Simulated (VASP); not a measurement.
# BaTiO3 (R3m) in VASP: further runs

The runs below take BaTiO3 through single point, with PBE+U.

Everything below comes from runs of VASP 6.6.1. Logs are shortened: lines on timing, memory, paths and dates and some standing lists are left out, and cuts for length are marked.

**1. The cell of the first run**

The structure is trigonal, space group R3m (No. 160). Conventional cell: a = 5.668 Å, b = 5.668 Å, c = 6.954 Å, α = 90.00°, β = 90.00°, γ = 120.00°. Ba (site symmetry 3m) has 12 O at 2.79 to 2.88 Å and 8 Ti at 3.43 to 3.52 Å within 3.7 Å. Within 2.6 Å of Ti (site symmetry 3m) lie 6 O at 1.93 to 2.08 Å. O (site symmetry m) has 2 Ti at 1.93 to 2.08 Å within 2.6 Å.

**2. Single point, PBE+U (12.90 Å³/atom)**

Input file INCAR:

```
SYSTEM = BaTiO3
PREC     = Accurate       ! precision mode
ENCUT    = 1340           ! plane-wave cutoff, eV
EDIFF    = 1E-6           ! SCF threshold, eV
ISMEAR   = 0              ! smearing method
SIGMA    = 0.02           ! smearing width, eV
LREAL    = .False.        ! projectors in reciprocal space
LASPH    = .True.         ! aspherical terms in the spheres
NELM     = 200            ! most SCF steps
ALGO     = Normal         ! electronic algorithm
ISIF     = 2              ! what is computed and relaxed
LWAVE    = .False.        ! write WAVECAR
LCHARG   = .True.         ! write CHGCAR
LMAXMIX  = 4              ! l up to which the mixer works
LDAU     = .True.         ! DFT+U
LDAUTYPE = 2            
LDAUL    = -1 2 -1        ! shell
LDAUU    = 0 4 0          ! U, eV
LDAUJ    = 0 0 0        
LDAUPRINT= 1            
GGA      = PE             ! functional
LELF     = .True.         ! ELF
LVHAR    = .True.       
NBANDS   = 28             ! bands
GGA_COMPAT= .False.
```

Input file KPOINTS:

```
regular mesh
0
Gamma
  6 6 6
  0 0 0
```

Input file POSCAR:

```
BaTiO3
1.0
    2.8340981711      1.6362673420      2.3180614445
   -2.8340981711      1.6362673420      2.3180614445
    0.0000000000     -3.2725346840      2.3180614445
Ba Ti O
1 1 3
Direct
   -0.0002034861     -0.0002034861     -0.0002034861
    0.5066413201      0.5066413201      0.5066413201
    0.4921780957      0.4921780957      0.9879059747
    0.4921780957      0.9879059747      0.4921780957
    0.9879059747      0.4921780957      0.4921780957
```

Potentials or basis: VASP PAW PBE potentials, release 64 (Ba_sv, Ti_sv, O_h).

Launch:

```bash
> cat potpaw_PBE.64/Ba_sv/POTCAR potpaw_PBE.64/Ti_sv/POTCAR potpaw_PBE.64/O_h/POTCAR > POTCAR
> mpirun -np 1 vasp_std > vasp.out
```

OUTCAR:

```text
SYSTEM = BaTiO3
   PREC = Accurate
   ENCUT = 1340
   EDIFF = 1E-6
   ISMEAR = 0
   LREAL = .False.
   LASPH = .True.
   NELM = 200
   ISIF = 2
   GGA = PE

 ion  position               nearest neighbor table
   1  1.000  1.000  1.000-   4 2.79   5 2.79   3 2.79   3 2.83   3 2.83   4 2.83   5 2.83   5 2.83
                             4 2.83   5 2.88   4 2.88   3 2.88   2 3.43   2 3.46   2 3.46   2 3.46
   2  0.507  0.507  0.507-   4 1.93   5 1.93   3 1.93   4 2.08   5 2.08   3 2.08   1 3.43   1 3.46
                             1 3.46   1 3.46   1 3.49   1 3.49   1 3.49   1 3.52
   3  0.492  0.492  0.988-   2 1.93   2 2.08   1 2.79   1 2.83   1 2.83   1 2.88
   4  0.492  0.988  0.492-   2 1.93   2 2.08   1 2.79   1 2.83   1 2.83   1 2.88
   5  0.988  0.492  0.492-   2 1.93   2 2.08   1 2.79   1 2.83   1 2.83   1 2.88

  LATTYP: Found a trigonal (rhomboedric) cell.
 ALAT       =     4.0103481293
 COS(alpha) =     0.0011606887

  Lattice vectors:

 A1 = (   2.8340981711,   1.6362673420,   2.3180614445)
 A2 = (  -2.8340981711,   1.6362673420,   2.3180614445)
 A3 = (   0.0000000000,  -3.2725346840,   2.3180614445)

Analysis of symmetry for initial positions (statically):
=====================================================================
 Subroutine PRICEL returns:
 Original cell was already a primitive cell.

 Routine SETGRP: Setting up the symmetry group for a
 trigonal (rhombohedral) supercell.

 Subroutine GETGRP returns: Found  6 space group operations
 (whereof  6 operations were pure point group operations)
 out of a pool of 12 trial point group operations.

The static configuration has the point symmetry C_3v.

Analysis of symmetry for dynamics (positions and initial velocities):
=====================================================================
 Subroutine PRICEL returns:
 Original cell was already a primitive cell.

 Routine SETGRP: Setting up the symmetry group for a
 trigonal (rhombohedral) supercell.

 Subroutine GETGRP returns: Found  6 space group operations
 (whereof  6 operations were pure point group operations)
 out of a pool of 12 trial point group operations.

The dynamic configuration has the point symmetry C_3v.

 Subroutine INISYM returns: Found  6 space group operations
 (whereof  6 operations are pure point group operations),
 and found     1 'primitive' translations

----------------------------------------------------------------------------------------

                                     Primitive cell

  volume of cell :      64.4979

  direct lattice vectors                    reciprocal lattice vectors
     2.834098171  1.636267342  2.318061445     0.176422964  0.101857846  0.143798317
    -2.834098171  1.636267342  2.318061445    -0.176422964  0.101857846  0.143798317
     0.000000000 -3.272534684  2.318061445     0.000000000 -0.203715692  0.143798317

  length of vectors
     4.010348129  4.010348129  4.010348129     0.249355246  0.249355246  0.249355246

  position of ions in fractional coordinates (direct lattice)
     0.999796514  0.999796514  0.999796514
     0.506641320  0.506641320  0.506641320
     0.492178096  0.492178096  0.987905975
     0.492178096  0.987905975  0.492178096
     0.987905975  0.492178096  0.492178096

  ion indices of the primitive-cell ions
   primitive index   ion index
                 1           1
                 2           2
                 3           3
                 4           4
                 5           5

----------------------------------------------------------------------------------------

 KPOINTS: regular mesh

Automatic generation of k-mesh.
 Grid dimensions read from file:
 generate k-points for:    6    6    6

 Generating k-lattice:

  Cartesian coordinates                     Fractional coordinates (reciprocal lattice)
     0.029403827  0.016976308  0.023966386     0.166666667  0.000000000 -0.000000000
    -0.029403827  0.016976308  0.023966386     0.000000000  0.166666667 -0.000000000
     0.000000000 -0.033952615  0.023966386    -0.000000000 -0.000000000  0.166666667

  Length of vectors
     0.041559208  0.041559208  0.041559208

  Shift w.r.t. Gamma in fractional coordinates (k-lattice)
     0.000000000  0.000000000  0.000000000

 Subroutine IBZKPT returns following result:
 ===========================================

 Found     32 irreducible k-points:

 Following reciprocal coordinates:
            Coordinates               Weight
  0.000000  0.000000  0.000000      1.000000
  0.166667 -0.000000 -0.000000      6.000000
  0.333333 -0.000000 -0.000000      6.000000
  0.500000  0.000000  0.000000      3.000000
  0.166667  0.166667 -0.000000      6.000000
  0.333333  0.166667  0.000000     12.000000
[... 16 lines left out ...]
  0.500000  0.500000  0.166667      6.000000
 -0.333333  0.500000  0.166667     12.000000
 [... further k-points ...]
   k-points           NKPTS =     32   k-points in BZ     NKDIM =     32   number of bands    NBANDS=     28
   number of dos      NEDOS =    301   number of ions     NIONS =      5
   total plane-waves  NPLWV = 110592
   dimension x,y,z NGX =    48 NGY =   48 NGZ =   48
   dimension x,y,z NGXF=    96 NGYF=   96 NGZF=   96
   ions per type =               1   1   3
   NGX,Y,Z   is equivalent  to a cutoff of  19.90, 19.90, 19.90 a.u.
   NGXF,Y,Z  is equivalent  to a cutoff of  39.80, 39.80, 39.80 a.u.
 SYSTEM =  BaTiO3
   PREC   = accura    normal or accurate (medium, high low for compatibility)
   ISTART =      0    job   : 0-new  1-cont  2-samecut
   ICHARG =      2    charge: 1-file 2-atom 10-const
   ISPIN  =      1    spin polarized calculation?
   LNONCOLLINEAR =      F non collinear calculations
   LSORBIT =      F    spin-orbit coupling
   LASPH  =      T    aspherical Exc in radial PAW
   ENCUT  = 1340.0 eV  98.49 Ry    9.92 a.u.  11.97 11.97 11.97*2*pi/ulx,y,z
   NELM   =    200;   NELMIN=  2; NELMDL= -5     # of ELM steps
   EDIFF  = 0.1E-05   stopping-criterion for ELM
   LREAL  =      F    real-space projection
   EDIFFG = 0.1E-04   stopping-criterion for IOM
   NSW    =      0    number of steps for IOM
   IBRION =     -1    ionic relax: 0-MD 1-quasi-New 2-CG
   NFREE  =      0    steps in history (QN), initial steepest desc. (CG)
   ISIF   =      2    stress and relaxation
   ISYM   =      2    0-nonsym 1-usesym 2-fastsym
   POTIM  = 0.5000    time-step for ionic-motion
   TEBEG  =    0.0;   TEEND  =   0.0 temperature during run
   PSTRESS=    0.0 pullay stress
   NELECT =      40.0000    total number of electrons
   NUPDOWN=      -1.0000    fix difference up-down
   EMIN   =  10.00;   EMAX   =-10.00  energy-range for DOS
   EFERMI =   0.00;   METHOD = LEGACY
   ISMEAR =     0;   SIGMA  =   0.02  broadening in eV -4-tet -1-fermi 0-gaus
   EFERMI_NEDOS =   21; number of points for ismear=-14 and -15
   IALGO  =     38    algorithm
   IMIX   =      4    mixing-type and parameters
     AMIX     =   0.40;   BMIX     =  1.00
     AMIX_MAG =   1.60;   BMIX_MAG =  1.00
  volume/ion in A,a.u.               =      12.90        87.05
  Fermi-wavevector in a.u.,A,eV,Ry     =   1.396089  2.638225 26.518625  1.949064
  Thomas-Fermi vector in A             =   2.519477
   LORBIT       =      0    0 simple, 1 ext, 2 COOP (PROOUT), +10 PAW based schemes
 LDA+U is selected, type is set to LDAUTYPE =  2
   angular momentum for each species LDAUL =    -1    2   -1
   U (eV)           for each species LDAUU =   0.0  4.0  0.0
   J (eV)           for each species LDAUJ =   0.0  0.0  0.0
   GGA     = PE    functional components
   LHFCALC =     F    Hartree Fock is set to
   AEXX    =    0.0000 exact exchange contribution
   IVDW    =     0    specifies the selected vdW correction
   LEPSILON=     F    determine dielectric tensor
   LRPA    =     F    only Hartree local field effects (RPA)
 non-spin polarized calculation
 Gauss-broadening in eV      SIGMA  =   0.02
  energy-cutoff  :     1340.00
  volume of cell :       64.50
 maximum number of plane-waves:      7208
   NGX = 23   NGY = 23   NGZ = 23

atom =   2  type =  2  l = 2

 onsite density matrix

spin component  1

  0.1538  0.0000 -0.0000  0.0635 -0.0000
  0.0000  0.1927  0.0000 -0.0000  0.0635
 -0.0000  0.0000  0.1061 -0.0000  0.0000
  0.0635 -0.0000 -0.0000  0.1927  0.0000
 -0.0000  0.0635  0.0000  0.0000  0.1538

spin component  2

  0.1538  0.0000 -0.0000  0.0635 -0.0000
  0.0000  0.1927  0.0000 -0.0000  0.0635
 -0.0000  0.0000  0.1061 -0.0000  0.0000
  0.0635 -0.0000 -0.0000  0.1927  0.0000
 -0.0000  0.0635  0.0000  0.0000  0.1538

 occupancies and eigenvectors

  o =  0.1061  v =  0.0000 -0.0000 -1.0000  0.0000  0.0000  0.0000  0.0000  0.0000  0.0000  0.0000      0.0000  0.0000  0.0000  0.0000  0.0000  0.0000  0.0000  0.0000  0.0000  0.0000
  o =  0.1061  v =  0.0000  0.0000  0.0000  0.0000  0.0000  0.0000 -0.0000 -1.0000  0.0000  0.0000      0.0000  0.0000  0.0000  0.0000  0.0000  0.0000  0.0000  0.0000  0.0000  0.0000
  o =  0.1068  v =  0.0000  0.0000  0.0000  0.0000  0.0000 -0.8038  0.0000 -0.0000  0.5949 -0.0000      0.0000  0.0000  0.0000  0.0000  0.0000  0.0000  0.0000  0.0000  0.0000  0.0000
  o =  0.1068  v = -0.8038  0.0000 -0.0000  0.5949 -0.0000  0.0000  0.0000  0.0000  0.0000  0.0000      0.0000  0.0000  0.0000  0.0000  0.0000  0.0000  0.0000  0.0000  0.0000  0.0000
  o =  0.1068  v =  0.0000  0.0000  0.0000  0.0000  0.0000  0.0000  0.5949 -0.0000  0.0000 -0.8038      0.0000  0.0000  0.0000  0.0000  0.0000  0.0000  0.0000  0.0000  0.0000  0.0000
  o =  0.1068  v =  0.0000  0.5949 -0.0000  0.0000 -0.8038  0.0000  0.0000  0.0000  0.0000  0.0000      0.0000  0.0000  0.0000  0.0000  0.0000  0.0000  0.0000  0.0000  0.0000  0.0000
  o =  0.2397  v = -0.5949  0.0000  0.0000 -0.8038  0.0000  0.0000  0.0000  0.0000  0.0000  0.0000      0.0000  0.0000  0.0000  0.0000  0.0000  0.0000  0.0000  0.0000  0.0000  0.0000
  o =  0.2397  v =  0.0000  0.0000  0.0000  0.0000  0.0000 -0.5949  0.0000  0.0000 -0.8038  0.0000      0.0000  0.0000  0.0000  0.0000  0.0000  0.0000  0.0000  0.0000  0.0000  0.0000
  o =  0.2397  v =  0.0000 -0.8038 -0.0000  0.0000 -0.5949  0.0000  0.0000  0.0000  0.0000  0.0000      0.0000  0.0000  0.0000  0.0000  0.0000  0.0000  0.0000  0.0000  0.0000  0.0000
  o =  0.2397  v =  0.0000  0.0000  0.0000  0.0000  0.0000  0.0000 -0.8038 -0.0000  0.0000 -0.5949      0.0000  0.0000  0.0000  0.0000  0.0000  0.0000  0.0000  0.0000  0.0000  0.0000

 number of electron      40.0000001 magnetization

 Free energy of the ion-electron system (eV)
  ---------------------------------------------------
  ext. energy  EPLUGINS =         0.00000000
  ---------------------------------------------------
  free energy    TOTEN  =       -37.31259765 eV

  energy without entropy =      -37.31259765  energy(sigma->0) =      -37.31259765

 E-fermi :   4.4048     XC(G=0): -11.2342

 val. band max:        4.2586515262   @ k =   0.5000   0.5000   0.5000
 cond. band min:       6.6726909118   @ k =   0.0000   0.0000   0.0000
 fundamental gap:      2.4140393856
 Fermi energy:         4.4048424940

 k-point     1 :       0.0000    0.0000    0.0000
  band No.  band energies     occupation
      1     -53.3702      2.00000
      2     -29.5443      2.00000
      3     -29.5404      2.00000
      4     -29.5404      2.00000
      5     -20.5617      2.00000
      6     -12.6556      2.00000
[... 20 lines left out ...]
     27       9.2919      0.00000
     28      11.5035      0.00000

 k-point     2 :       0.1667   -0.0000   -0.0000
  band No.  band energies     occupation
      1     -53.3700      2.00000
      2     -29.5530      2.00000
      3     -29.5422      2.00000
      4     -29.5400      2.00000
      5     -20.5332      2.00000
      6     -12.6725      2.00000
[... 674 lines left out ...]
 k-point    24 :      -0.3333    0.5000    0.1667
  band No.  band energies     occupation
      1     -53.3685      2.00000
      2     -29.5829      2.00000
      3     -29.5714      2.00000
      4     -29.5492      2.00000
      5     -20.3717      2.00000
      6     -12.3337      2.00000
[... 20 lines left out ...]
     27      12.4051      0.00000
     28      12.8374      0.00000

 [... further k-points ...]
[... 5 lines left out ...]
  --------------------------------------------------------------------------------------
  -------------------------------------------------------------------------------------
  Total        2.8239750      2.8239750      2.7412424      0.0000000      0.0000000      0.0000000
  in kB       70.1497424     70.1497424     68.0946001      0.0000000      0.0000000      0.0000000
  external PRESSURE =      69.4646950 kB  Pullay stress =       0.0000000 kB

 VOLUME and BASIS-vectors are now :
 -----------------------------------------------------------------------------
  energy-cutoff  :     1340.00
  volume of cell :       64.50
      direct lattice vectors                 reciprocal lattice vectors
     2.834098171  1.636267342  2.318061445     0.176422964  0.101857846  0.143798317
    -2.834098171  1.636267342  2.318061445    -0.176422964  0.101857846  0.143798317
     0.000000000 -3.272534684  2.318061445     0.000000000 -0.203715692  0.143798317

 POSITION                                       TOTAL-FORCE (eV/Angst)
 -----------------------------------------------------------------------------------
      0.00000      0.00000      6.95277        -0.000000      0.000000     -0.027652
      0.00000      0.00000      3.52328        -0.000000      0.000000     -0.392502
      0.00000     -1.62229      4.57182        -0.000000     -0.188502      0.140051
     -1.40494      0.81114      4.57182        -0.163248      0.094251      0.140051
      1.40494      0.81114      4.57182         0.163248      0.094251      0.140051
 -----------------------------------------------------------------------------------
    total drift:                               -0.000000      0.000000      0.000157

  FREE ENERGIE OF THE ION-ELECTRON SYSTEM (eV)
  ---------------------------------------------------
  free  energy   TOTEN  =       -37.3125976494 eV

  energy  without entropy=      -37.3125976494  energy(sigma->0) =      -37.31259765
```

Wall time 1.9 min (1 thread of AMD EPYC 9R45 (Zen 5), shared host); peak memory 0.45 GiB.

Results:

* Free energy: -37.3126 eV
* Pressure: 6.9 GPa
* Largest force: 0.393 eV/Å
* Band gap on the k mesh: 2.41 eV (least direct gap 2.69 eV)

Forces in eV/Å, atoms in the order of the input:
```
Ba   0.000  0.000 -0.028
Ti   0.000  0.000 -0.393
O    0.000 -0.189  0.140
O   -0.163  0.094  0.140
O    0.163  0.094  0.140
```

Stress tensor (GPa, compression positive):
```
7.01 0.00 0.00
0.00 7.01 0.00
0.00 0.00 6.81
```

Levels at points of the mesh, in eV from the valence-band top:
```
           k point  band 16  band 17  band 18  band 19  band 20  band 21  band 22  band 23  band 24  band 25
(0.00, 0.00, 0.00)    -1.16    -1.09    -0.31    -0.27    -0.27     2.41     2.41     2.46     4.10     4.10
(0.50, 0.00, 0.00)    -1.96    -1.70    -1.67    -0.85    -0.82     2.60     3.99     4.03     4.09     5.90
(0.50, 0.50, 0.00)    -2.60    -1.83    -0.90    -0.88    -0.09     4.03     4.03     4.43     4.80     7.63
(0.50, 0.50, 0.50)    -2.31    -2.30    -0.01    -0.01     0.00     4.63     4.67     4.67     6.58     6.58
```

Eigenvalues of the final occupation matrices:
```csv
site,spin,trace,eigenvalues
site 2 d,1,0.80,0.11 0.11 0.11 0.24 0.24
site 2 d,2,0.80,0.11 0.11 0.11 0.24 0.24
```

Caveat: the cell stands under pressure; spin-orbit coupling is left out, which moves the levels of the heavy elements. A k mesh can miss the band edges.

(Part 1 of 2 ends here.)
